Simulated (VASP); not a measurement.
# Sn2TeS (P-6m2) in VASP: notebook, part 2 of 2

VASP 6.6.1.

### 3 Relaxation of cell and atoms, PBE

This run uses another cell than the first one, of 27.61 Å³/atom.

INCAR reads:

```
SYSTEM = Sn2TeS
  PREC = Accurate
  ENCUT = 600
  EDIFF = 1E-7
  ISMEAR = 0
  SIGMA = 0.1
  LREAL = .FALSE.
  LASPH = .TRUE.
  NELM = 80
  ALGO = Normal
  ISIF = 3
  LWAVE = .FALSE.
  LCHARG = .FALSE.
  GGA = PE
  IBRION = 2
  NSW = 90
  EDIFFG = -0.04
```

KPOINTS reads:

```
regular mesh
0
G
  6 6 4
  0 0 0
```

POSCAR reads:

```
Sn2TeS
1.0
    4.6525988200      0.0000000000      0.0000000000
   -2.3262994100      4.0292687700      0.0000000000
    0.0000000000      0.0000000000      5.8914242700
Sn Te S
2 1 1
Direct
    0.0000000000      0.0000000000      0.2501881100
    0.0000000000      0.0000000000      0.7498118900
    0.3333333300      0.6666666700      0.0000000000
    0.6666666700      0.3333333300      0.5000000000
```

Potentials or basis: VASP PAW PBE potentials, release 64 (Sn_d, Te, S).

Command:

```
cat potpaw_PBE.64/Sn_d/POTCAR potpaw_PBE.64/Te/POTCAR potpaw_PBE.64/S/POTCAR > POTCAR
mpirun -np 1 vasp_std > vasp.out
```

OUTCAR:

```text
SYSTEM = Sn2TeS
   PREC = Accurate
   ENCUT = 600
   EDIFF = 1E-7
   ISMEAR = 0
   LREAL = .FALSE.
   LASPH = .TRUE.
   NELM = 80
   ISIF = 3
   GGA = PE
   IBRION = 2
   NSW = 90
   EDIFFG = -0.04

 ion  position               nearest neighbor table
   1  0.000  0.000  0.250-   2 2.94   2 2.95   4 3.06   4 3.06   4 3.06   3 3.06   3 3.06   3 3.06

   2  0.000  0.000  0.750-   1 2.94   1 2.95   4 3.06   4 3.06   4 3.06   3 3.06   3 3.06   3 3.06

   3  0.333  0.667  0.000-   1 3.06   2 3.06   1 3.06   2 3.06   1 3.06   2 3.06
   4  0.667  0.333  0.500-   1 3.06   2 3.06   1 3.06   2 3.06   1 3.06   2 3.06

  LATTYP: Found a hexagonal cell.
 ALAT       =     4.6525988200
 C/A-ratio  =     1.2662652633

  Lattice vectors:

 A1 = (   4.6525988200,   0.0000000000,   0.0000000000)
 A2 = (  -2.3262994100,   4.0292687700,   0.0000000000)
 A3 = (   0.0000000000,   0.0000000000,   5.8914242700)

Analysis of symmetry for initial positions (statically):
=====================================================================
 Subroutine PRICEL returns:
 Original cell was already a primitive cell.

 Routine SETGRP: Setting up the symmetry group for a
 hexagonal supercell.

[... 169 lines left out ...]

------------------------ aborting loop because EDIFF is reached ----------------------------------------

  FORCE on cell =-STRESS in cart. coord.  units (eV):
  Direction    XX          YY          ZZ          XY          YZ          ZX
  --------------------------------------------------------------------------------------
  -------------------------------------------------------------------------------------
  Total        1.2854325      1.2854325      7.5807175      0.0000000      0.0000000      0.0000000
  in kB       18.6473760     18.6473760    109.9711468      0.0000000      0.0000000      0.0000000
  external PRESSURE =      49.0886329 kB  Pullay stress =       0.0000000 kB
[... 95 lines left out ...]
  FREE ENERGIE OF THE ION-ELECTRON SYSTEM (eV)
  ---------------------------------------------------
  free  energy   TOTEN  =       -15.4853993186 eV

  energy  without entropy=      -15.4815529300  energy(sigma->0) =      -15.48347612

[... ionic steps 4 to 7 ...]

--------------------------------------- Ionic step        8  -------------------------------------------

 number of electron      39.9999997 magnetization

------------------------ aborting loop because EDIFF is reached ----------------------------------------
[... 71 lines left out ...]
--------------------------------------- Ionic step       10  -------------------------------------------

 number of electron      39.9999988 magnetization

 Free energy of the ion-electron system (eV)
  ---------------------------------------------------
  ext. energy  EPLUGINS =         0.00000000
  ---------------------------------------------------
  free energy    TOTEN  =       -16.01198859 eV

  energy without entropy =      -16.00992713  energy(sigma->0) =      -16.01095786

 E-fermi :   6.1977     XC(G=0):  -9.4013

 val. band max:        6.1900557165   @ k =   0.0000   0.0000   0.0000
 cond. band min:       6.2313229125   @ k =   0.5000   0.0000   0.0000
 fundamental gap:      0.0412671960
 Fermi energy:         6.1976706640

 k-point     1 :       0.0000    0.0000    0.0000
  band No.  band energies     occupation
      1     -15.6763      2.00000
      2     -15.6458      2.00000
      3     -15.6458      2.00000
      4     -15.6402      2.00000
      5     -15.6402      2.00000
      6     -15.6398      2.00000
[... 587 lines left out ...]
  FREE ENERGIE OF THE ION-ELECTRON SYSTEM (eV)
  ---------------------------------------------------
  free  energy   TOTEN  =       -16.0119885949 eV

  energy  without entropy=      -16.0099271256  energy(sigma->0) =      -16.01095786

 reached required accuracy - stopping structural energy minimisation
```

OSZICAR:

```text
N       E                     dE             d eps       ncg     rms          rms(c)
DAV:   1     0.373760660230E+03    0.37376E+03   -0.21281E+04  1016   0.230E+03
[... 115 lines left out ...]
DAV:   2    -0.160135657244E+02    0.10696E-02   -0.43378E-02  1248   0.176E+00    0.240E-01
DAV:   3    -0.160120921723E+02    0.14736E-02   -0.67071E-03  1240   0.919E-01    0.921E-02
DAV:   4    -0.160120040990E+02    0.88073E-04   -0.53089E-04  1504   0.191E-01    0.599E-02
DAV:   5    -0.160119886992E+02    0.15400E-04   -0.35015E-05  1448   0.521E-02    0.202E-02
DAV:   6    -0.160119890604E+02   -0.36123E-06   -0.82231E-06  1304   0.266E-02    0.507E-03
DAV:   7    -0.160119885149E+02    0.54550E-06   -0.97094E-07  1200   0.985E-03    0.879E-04
DAV:   8    -0.160119885949E+02   -0.79932E-07   -0.66118E-08   672   0.251E-03
  10 F= -.16011989E+02 E0= -.16010958E+02  d E =-.932928E-02
```

Wall time 7 min (1 thread of AMD EPYC 9R45 (Zen 5), shared host); peak memory 0.29 GiB.

What came out:

| Item | Value |
| --- | --- |
| Free energy | -16.0120 eV |
| Relaxed volume | 29.25 Å³/atom |
| Relaxed cell | a = 4.243 Å, b = 4.243 Å, c = 7.503 Å, α = 90.00°, β = 90.00°, γ = 120.00° |
| Space group after relaxing (to 0.1 Å) | P-6m2 (No. 187) |
| Energy gained by relaxing | 258.0 meV/atom |
| Ionic steps | 10 |
| Pressure after relaxing | 0.1 GPa |
| Largest force after relaxing | 0.022 eV/Å |
| Band gap on the k mesh | zero (bands 20 and 21 overlap by 0.39 eV) |

Forces in eV/Å, atoms in the order of the input:
```
Sn   0.000  0.000 -0.022
Sn   0.000  0.000  0.022
Te   0.000  0.000  0.000
S    0.000  0.000  0.000
```

Step by step:
| step | energy change (eV) | largest force (eV/Å) | pressure (GPa) | volume (Å³) |
| --- | --- | --- | --- | --- |
| 1 | 0.0000 | 1.2844 | 4.91 | 110.44 |
| 2 | -0.4828 | 0.5065 | -1.49 | 124.31 |
| 3 | -0.5055 | 0.3970 | -2.54 | 127.75 |
| 4 | -0.8228 | 0.2436 | -1.42 | 123.23 |
| 5 | -1.0023 | 0.2214 | 0.36 | 117.28 |
| 6 | -1.0051 | 0.3369 | 0.76 | 116.07 |
| 7 | -1.0227 | 0.2581 | -0.35 | 118.40 |
| 8 | -1.0227 | 0.2560 | -0.38 | 118.47 |
| 9 | -1.0310 | 0.0982 | -0.05 | 117.48 |
| 10 | -1.0320 | 0.0217 | 0.13 | 117.00 |

Final structure:
```
CELL_PARAMETERS angstrom
4.24341 0.00000 0.00000
-2.12170 3.67490 0.00000
0.00000 0.00000 7.50297
ATOMIC_POSITIONS crystal
Sn 0.00000 0.00000 0.27202
Sn 0.00000 0.00000 0.72798
Te 0.33333 0.66667 0.00000
S 0.66667 0.33333 0.50000
```

Caveat: semilocal functionals underestimate gaps, so a narrow gap can read as zero; a cell axis changed by over 15 % at a fixed basis, so the end point is rough; spin-orbit coupling is left out, which moves the levels of the heavy elements.
